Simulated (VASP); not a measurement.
# NaI (F-43m) in VASP: further runs, part 2 of 3

VASP 6.6.1. Earlier steps stand in the parts before.

**3. Single point, r2SCAN**

Input file POSCAR:

```
NaI
1.0
    0.0000000000      3.5431926705      3.5431926705
    3.5431926705      0.0000000000      3.5431926705
    3.5431926705      3.5431926705      0.0000000000
Na I
1 1
Direct
    0.0000000000      0.0000000000      0.0000000000
    0.2500000000      0.2500000000      0.2500000000
```

Input file INCAR.step1:

```
PREC = Accurate ; ENCUT = 520
ISMEAR = 0 ; SIGMA = 0.01
LREAL = False ; LASPH = True
NELM = 60 ; NBANDS = 14
GGA = PE ; ALGO = Normal
EDIFF = 1E-4 ; LWAVE = True
LCHARG = False
```

Input file INCAR.step2:

```
PREC = Accurate ; ENCUT = 520
EDIFF = 1E-7 ; ISMEAR = 0
SIGMA = 0.01 ; LREAL = False
LASPH = True ; NELM = 60
ALGO = Normal ; ISIF = 2
LWAVE = False ; LCHARG = True
METAGGA = R2SCAN ; LMIXTAU = True
LELF = True ; LVHAR = True
NBANDS = 14 ; ISTART = 1
```

Input file KPOINTS:

```
Automatic mesh
0
Gamma
  6 6 6
```

Potentials or basis: VASP PAW PBE potentials, release 64 (Na_pv, I).

The run is started by

```bash
$ cat potpaw_PBE.64/Na_pv/POTCAR potpaw_PBE.64/I/POTCAR > POTCAR
$ cp INCAR.step1 INCAR
$ mpirun -np 1 vasp_std > vasp.out
$ cp INCAR.step2 INCAR
$ mpirun -np 1 vasp_std > vasp.out
```

OUTCAR:

```text
PREC = Accurate
   ENCUT = 520
   EDIFF = 1E-7
   ISMEAR = 0
   LREAL = False
   LASPH = True
   NELM = 60
   ISIF = 2
   METAGGA = R2SCAN
   ISTART = 1

 ion  position               nearest neighbor table
   1  0.000  0.000  0.000-   2 3.07   2 3.07   2 3.07   2 3.07
   2  0.250  0.250  0.250-   1 3.07   1 3.07   1 3.07   1 3.07

  LATTYP: Found a face centered cubic cell.
 ALAT       =     7.0863853410

  Lattice vectors:

 A1 = (   0.0000000000,   3.5431926705,   3.5431926705)
 A2 = (   3.5431926705,   0.0000000000,   3.5431926705)
 A3 = (   3.5431926705,   3.5431926705,   0.0000000000)

Analysis of symmetry for initial positions (statically):
=====================================================================
 Subroutine PRICEL returns:
 Original cell was already a primitive cell.

 Routine SETGRP: Setting up the symmetry group for a
 face centered cubic supercell.

 Subroutine GETGRP returns: Found 24 space group operations
 (whereof 24 operations were pure point group operations)
 out of a pool of 48 trial point group operations.

The static configuration has the point symmetry T_d .

Analysis of symmetry for dynamics (positions and initial velocities):
=====================================================================
 Subroutine PRICEL returns:
 Original cell was already a primitive cell.

 Routine SETGRP: Setting up the symmetry group for a
 face centered cubic supercell.

 Subroutine GETGRP returns: Found 24 space group operations
 (whereof 24 operations were pure point group operations)
 out of a pool of 48 trial point group operations.

The dynamic configuration has the point symmetry T_d .

 Subroutine INISYM returns: Found 24 space group operations
 (whereof 24 operations are pure point group operations),
 and found     1 'primitive' translations

----------------------------------------------------------------------------------------

[... 111 lines left out ...]
   IVDW    =     0    specifies the selected vdW correction
   LEPSILON=     F    determine dielectric tensor
   LRPA    =     F    only Hartree local field effects (RPA)
 non-spin polarized calculation
 Gauss-broadening in eV      SIGMA  =   0.01
  energy-cutoff  :      520.00
  volume of cell :       88.96
 maximum number of plane-waves:      2421
 NGX is ok and might be reduce to    40
   NGX = 19   NGY = 19   NGZ = 19

 number of electron      14.0000001 magnetization

 Free energy of the ion-electron system (eV)
  ---------------------------------------------------
  ext. energy  EPLUGINS =         0.00000000
  ---------------------------------------------------
  free energy    TOTEN  =       -30.91783140 eV

  energy without entropy =      -30.91783140  energy(sigma->0) =      -30.91783140

 E-fermi :  -1.3950     XC(G=0):  -6.8018

 val. band max:       -1.4609308065   @ k =   0.0000   0.0000   0.0000
 cond. band min:       2.9634470801   @ k =   0.0000   0.0000   0.0000
 fundamental gap:      4.4243778866
 Fermi energy:        -1.3950263844

 k-point     1 :       0.0000    0.0000    0.0000
  band No.  band energies     occupation
      1     -24.3440      2.00000
      2     -24.3437      2.00000
      3     -24.3437      2.00000
      4     -12.1969      2.00000
      5      -1.4609      2.00000
      6      -1.4609      2.00000
      7      -1.4609      2.00000
      8       2.9634      0.00000
      9       7.1060      0.00000
     10       7.1060      0.00000
     11       7.1062      0.00000
     12       8.8082      0.00000
     13       8.8082      0.00000
     14      10.4056      0.00000
[... 241 lines left out ...]
      1     -24.3464      2.00000
      2     -24.3448      2.00000
      3     -24.3446      2.00000
      4     -12.0143      2.00000
      5      -2.4229      2.00000
      6      -2.0583      2.00000
      7      -1.8988      2.00000
      8       4.6826      0.00000
      9       6.0070      0.00000
     10       7.4251      0.00000
     11       7.6358      0.00000
     12      10.0299      0.00000
     13      10.7556      0.00000
     14      11.0305      0.00000

------------------------ aborting loop because EDIFF is reached ----------------------------------------

  FORCE on cell =-STRESS in cart. coord.  units (eV):
  Direction    XX          YY          ZZ          XY          YZ          ZX
  --------------------------------------------------------------------------------------
  -------------------------------------------------------------------------------------
  Total       -0.0418398     -0.0418398     -0.0418398     -0.0000000      0.0000000      0.0000000
  in kB       -0.7535053     -0.7535053     -0.7535053     -0.0000000      0.0000000      0.0000000
  external PRESSURE =      -0.7535053 kB  Pullay stress =       0.0000000 kB

 VOLUME and BASIS-vectors are now :
 -----------------------------------------------------------------------------
  energy-cutoff  :      520.00
  volume of cell :       88.96
      direct lattice vectors                 reciprocal lattice vectors
     0.000000000  3.543192670  3.543192670    -0.141115668  0.141115668  0.141115668
     3.543192670  0.000000000  3.543192670     0.141115668 -0.141115668  0.141115668
     3.543192670  3.543192670  0.000000000     0.141115668  0.141115668 -0.141115668

 POSITION                                       TOTAL-FORCE (eV/Angst)
 -----------------------------------------------------------------------------------
      0.00000      0.00000      0.00000         0.000000      0.000000      0.000000
      1.77160      1.77160      1.77160        -0.000000     -0.000000     -0.000000
 -----------------------------------------------------------------------------------
    total drift:                               -0.000007     -0.000007     -0.000007

  FREE ENERGIE OF THE ION-ELECTRON SYSTEM (eV)
  ---------------------------------------------------
  free  energy   TOTEN  =       -30.9178313975 eV

  energy  without entropy=      -30.9178313975  energy(sigma->0) =      -30.91783140
```

It took 3.6 min on 1 thread of AMD EPYC 7R13 (Zen 3), shared host; peak memory 0.23 GiB.

Results:

- Free energy: -30.9178 eV
- Pressure: -0.1 GPa
- Band gap on the k mesh: 4.42 eV, direct

Levels at points of the mesh, in eV from the valence-band top:
```csv
k point,band 4,band 5,band 6,band 7,band 8,band 9,band 10,band 11
"(0.00, 0.00, 0.00)",-10.74,0.00,0.00,0.00,4.42,8.57,8.57,8.57
"(0.50, 0.00, 0.00)",-10.60,-1.22,-0.13,-0.13,6.10,8.19,8.24,8.24
"(0.50, 0.50, 0.00)",-10.55,-1.12,-0.40,-0.40,5.57,6.85,9.84,11.24
```

Caveat: the PAW data sets were made with another functional, which shifts forces and pressure a little; spin-orbit coupling is left out, which moves the levels of the heavy elements.

**4. Relaxation of cell and atoms, PBE**

This run uses another cell than the first one, of 37.33 Å³/atom, 0.839 times its volume.

Input file INCAR:

```
SYSTEM = NaI
  PREC = Accurate
  ENCUT = 600
  EDIFF = 1E-7
  ISMEAR = -1
  SIGMA = 0.02
  LREAL = .False.
  LASPH = .True.
  NELM = 100
  ALGO = Normal
  ISIF = 3
  LWAVE = .False.
  LCHARG = .False.
  GGA = PE
  IBRION = 2
  NSW = 80
  EDIFFG = -0.005
```

Input file KPOINTS:

```
regular mesh
0
Gamma
  6 6 6
  0 0 0
```

Input file POSCAR:

```
NaI
1.0
    0.0000000000      3.3420497682      3.3420497682
    3.3420497682      0.0000000000      3.3420497682
    3.3420497682      3.3420497682      0.0000000000
Na I
1 1
Direct
    0.0000000000      0.0000000000      0.0000000000
    0.2500000000      0.2500000000      0.2500000000
```

Potentials or basis: VASP PAW PBE potentials, release 64 (Na_pv, I).

The run is started by

```bash
$ cat potpaw_PBE.64/Na_pv/POTCAR potpaw_PBE.64/I/POTCAR > POTCAR
$ mpirun -np 1 vasp_std > vasp.out
```

OUTCAR:

```text
SYSTEM = NaI
   PREC = Accurate
   ENCUT = 600
   EDIFF = 1E-7
   ISMEAR = -1
   LREAL = .False.
   LASPH = .True.
   NELM = 100
   ISIF = 3
   GGA = PE
   IBRION = 2
   NSW = 80
   EDIFFG = -0.005

 ion  position               nearest neighbor table
   1  0.000  0.000  0.000-   2 2.89   2 2.89   2 2.89   2 2.89
   2  0.250  0.250  0.250-   1 2.89   1 2.89   1 2.89   1 2.89

  LATTYP: Found a face centered cubic cell.
 ALAT       =     6.6840995364

  Lattice vectors:

 A1 = (   0.0000000000,   3.3420497682,   3.3420497682)
 A2 = (   3.3420497682,   0.0000000000,   3.3420497682)
 A3 = (   3.3420497682,   3.3420497682,   0.0000000000)

Analysis of symmetry for initial positions (statically):
=====================================================================
 Subroutine PRICEL returns:
 Original cell was already a primitive cell.

 Routine SETGRP: Setting up the symmetry group for a
 face centered cubic supercell.

 Subroutine GETGRP returns: Found 24 space group operations
 (whereof 24 operations were pure point group operations)
 out of a pool of 48 trial point group operations.

The static configuration has the point symmetry T_d .

Analysis of symmetry for dynamics (positions and initial velocities):
=====================================================================
 Subroutine PRICEL returns:
 Original cell was already a primitive cell.

 Routine SETGRP: Setting up the symmetry group for a
[... 139 lines left out ...]

 Free energy of the ion-electron system (eV)
  ---------------------------------------------------
  ext. energy  EPLUGINS =         0.00000000
  ---------------------------------------------------
  free energy    TOTEN  =        -5.13397189 eV

  energy without entropy =       -5.13397189  energy(sigma->0) =       -5.13397189

 E-fermi :   0.2858     XC(G=0):  -7.1124

 val. band max:       -0.1669113778   @ k =   0.0000   0.0000   0.0000
 cond. band min:       3.9706682691   @ k =   0.0000   0.0000   0.0000
 fundamental gap:      4.1375796468
 Fermi energy:         0.2857617819

 k-point     1 :       0.0000    0.0000    0.0000
  band No.  band energies     occupation
      1     -22.0005      2.00000
      2     -22.0005      2.00000
      3     -22.0005      2.00000
      4     -10.8776      2.00000
      5      -0.1669      2.00000
      6      -0.1669      2.00000
      7      -0.1669      2.00000
      8       3.9707      0.00000
      9       8.0163      0.00000
     10       8.0163      0.00000
     11       8.0163      0.00000
[... 351 lines left out ...]
--------------------------------------- Ionic step        5  -------------------------------------------

 number of electron      13.9999995 magnetization

 Free energy of the ion-electron system (eV)
  ---------------------------------------------------
  ext. energy  EPLUGINS =         0.00000000
  ---------------------------------------------------
  free energy    TOTEN  =        -5.29334881 eV

  energy without entropy =       -5.29334881  energy(sigma->0) =       -5.29334881

 E-fermi :  -0.7934     XC(G=0):  -6.3376

 val. band max:       -1.2722807086   @ k =   0.0000   0.0000   0.0000
 cond. band min:       2.4915649684   @ k =   0.0000   0.0000   0.0000
 fundamental gap:      3.7638456771
 Fermi energy:        -0.7933749383

 k-point     1 :       0.0000    0.0000    0.0000
  band No.  band energies     occupation
      1     -23.4275      2.00000
      2     -23.4275      2.00000
      3     -23.4275      2.00000
      4     -11.6611      2.00000
      5      -1.2723      2.00000
      6      -1.2723      2.00000
      7      -1.2723      2.00000
      8       2.4916      0.00000
      9       6.5674      0.00000
     10       6.5674      0.00000
     11       6.5674      0.00000
[... 237 lines left out ...]
  FREE ENERGIE OF THE ION-ELECTRON SYSTEM (eV)
  ---------------------------------------------------
  free  energy   TOTEN  =        -5.2933488119 eV

  energy  without entropy=       -5.2933488119  energy(sigma->0) =       -5.29334881

 reached required accuracy - stopping structural energy minimisation
```

Wall time 2.4 min (1 thread of AMD EPYC 7R13 (Zen 3), shared host); peak memory 0.21 GiB.

What came out:

```yaml
Free_energy: -5.2933 eV
Relaxed_volume: 46.07 Å³/atom
Relaxed_cell: a = 5.070 Å, b = 5.070 Å, c = 5.070 Å, α = 60.00°, β = 60.00°, γ = 60.00°
Space_group_after_relaxing_to_0.05_Å: F-43m (No. 216)
Energy_gained_by_relaxing: 79.7 meV/atom
Ionic_steps: 5
Pressure_after_relaxing: 0.0 GPa
Band_gap_on_the_k_mesh: 3.76 eV, direct
```

Step by step:
| step | energy change (eV) | largest force (eV/Å) | pressure (GPa) | volume (Å³) |
| --- | --- | --- | --- | --- |
| 1 | 0.0000 | 0.0000 | 3.57 | 74.66 |
| 2 | -0.1321 | 0.0000 | 1.19 | 84.01 |
| 3 | -0.1579 | 0.0000 | 0.25 | 89.98 |
| 4 | -0.1594 | 0.0000 | 0.03 | 91.77 |
| 5 | -0.1594 | 0.0000 | -0.02 | 92.13 |

Final structure:
```xyz
2
Lattice="0.0000 3.5848 3.5848 3.5848 0.0000 3.5848 3.5848 3.5848 0.0000" Properties=species:S:1:pos:R:3 pbc="T T T"
Na    0.0000    0.0000    0.0000
I     1.7924    1.7924    1.7924
```

Caveat: the volume moved by over 15 % at a fixed basis, so the end points are rough; spin-orbit coupling is left out, which moves the levels of the heavy elements. A hybrid or GW would open this gap; PBE tends to underestimate it.

[end of part 2 of 3]
